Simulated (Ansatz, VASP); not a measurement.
Two plane-wave programs on AlAs

The input INCAR:

```
ALGO = Normal
EDIFF = 1E-8
ENCUT = 400
GGA = PS
GGA_COMPAT = F
ISIF = 2
ISMEAR = -1
LASPH = T
LCHARG = F
LEFG = T
LREAL = F
LWAVE = F
NBANDS = 11
NELM = 120
PREC = Accurate
SIGMA = 0.05
```

KPOINTS

```
k-points
0
Gamma
  11 11 11
```

The input POSCAR:

```
AlAs
1.0
    0.0000000000      2.8020960000      2.8304000000
    2.8020960000      0.0000000000      2.8304000000
    2.8020960000      2.8020960000      0.0000000000
Al As
1 1
Direct
    0.0000000000      0.0000000000      0.0000000000
    0.7500000000      0.7500000000      0.7500000000
```

Input for Ansatz:

```yaml
crystal:
  lattice:
    - [0.0, 2.802096, 2.8304]
    - [2.802096, 0.0, 2.8304]
    - [2.802096, 2.802096, 0.0]
  atoms:
    - { symbol: Al, position: [0.0, 0.0, 0.0] }
    - { symbol: As, position: [0.75, 0.75, 0.75] }
kpoints:
  mp_grid: { grid: [11, 11, 11] }
scf:
  occupations: { method: fermi_dirac, width: 0.05 }
hamiltonian:
  xc: pbesol
  pseudopotentials: { kind: paw }
output:
  forces: true
  stress: true
  eigenvalues: true
  efg: { contact_densities: true }
```

Change from the starting cell: equal xx and yy strain of -1 %, PAW files.

Alike in both runs: task electric field gradients; functional PBEsol; k mesh 11 × 11 × 11; occupations fermi-dirac, width 0.05 eV; no spin polarisation.

```csv
,VASP,Ansatz
version,VASP 6.6.1,Ansatz 0.2.0
potentials or method,"VASP PAW PBE potentials, release 64 (Al, As)","PAW with Ansatz's default frozen-core files, scalar-relativistic"
plane-wave cutoff (eV),400,420
valence electrons in the cell,8,18
```

```csv
,VASP,Ansatz,Ansatz less VASP
pressure (GPa),2.4,2.1,-0.29
"traceless stress, the component that is largest in VASP (GPa)",-0.36,-0.36,-0.002
size of Vzz on the site where it differs most (V/Å²),2.5,2.7,+0.18
```

VASP's potentials were made for PBE, not for PBEsol. VASP's potentials hold 8 valence electrons a cell and Ansatz's 18, so a difference there can come from the potentials and not from the codes.
